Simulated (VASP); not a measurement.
Set up this calculation in VASP 6.6.1, as the native input.

```
Task                   : single point
Functional             : r2SCAN
Potentials or basis    : VASP PAW PBE potentials, release 64 (Al, Ni)
Cutoff                 : 520 eV
k mesh                 : 18 × 18 × 16
Occupations            : gaussian, width 0.15 eV
Spin                   : no spin polarisation
Dipole correction      : no
Further INCAR settings : ALGO = Normal; EDIFF = 1e-07; NBANDS = 14
```

The system is AlNi.

```
Al Ni
1.0
     1.97747   -1.95319    0.00000
     1.97747    1.95319    0.00000
     0.00000    0.00000    3.09943
Al Ni
1 1
Direct
  0.00000 0.00000 0.00000
  0.50000 0.50000 0.50000
```

This cell differs from its parent crystal: strain +0.0200 x Voigt [1, 0, 0, 0, 0, 0].

One way to write it, as run:

POSCAR

```
AlNi
1.0
    1.9774678800     -1.9531901500      0.0000000000
    1.9774678800      1.9531901500      0.0000000000
    0.0000000000      0.0000000000      3.0994300413
Al Ni
1 1
Direct
    0.0000000000      0.0000000000      0.0000000000
    0.5000000000      0.5000000000      0.5000000000
```

INCAR.step1

```
ALGO = Normal ; EDIFF = 1E-4
ENCUT = 520 ; GGA = PE
ISMEAR = 0 ; LASPH = True
LCHARG = False ; LREAL = False
LWAVE = True ; NBANDS = 14
NELM = 100 ; PREC = Accurate
SIGMA = 0.15
```

INCAR.step2

```
ALGO = Normal ; EDIFF = 1E-7
ENCUT = 520 ; ISIF = 2
ISMEAR = 0 ; ISTART = 1
LASPH = True ; LCHARG = True
LELF = True ; LMIXTAU = True
LREAL = False ; LVHAR = True
LWAVE = False ; METAGGA = R2SCAN
NBANDS = 14 ; NELM = 100
PREC = Accurate ; SIGMA = 0.15
```

KPOINTS

```
k-points
0
Gamma
  18 18 16
```

Potentials or basis: VASP PAW PBE potentials, release 64 (Al, Ni).

Run with:

```bash
$ cat potpaw_PBE.64/Al/POTCAR potpaw_PBE.64/Ni/POTCAR > POTCAR
$ cp INCAR.step1 INCAR
$ mpirun -np 1 vasp_std > vasp.out
$ cp INCAR.step2 INCAR
$ mpirun -np 1 vasp_std > vasp.out
```

Results of the run:

The pressure is -3.0 GPa.

Caveat: the cell differs from its parent crystal (strain +0.0200 x Voigt [1, 0, 0, 0, 0, 0]); the PAW data sets were made with another functional, which shifts forces and pressure a little.

Run time: 5.4 min on 1 thread of Intel(R) Xeon(R) 6975P-C (Granite Rapids), with other jobs on the host, peak memory 0.38 GiB.
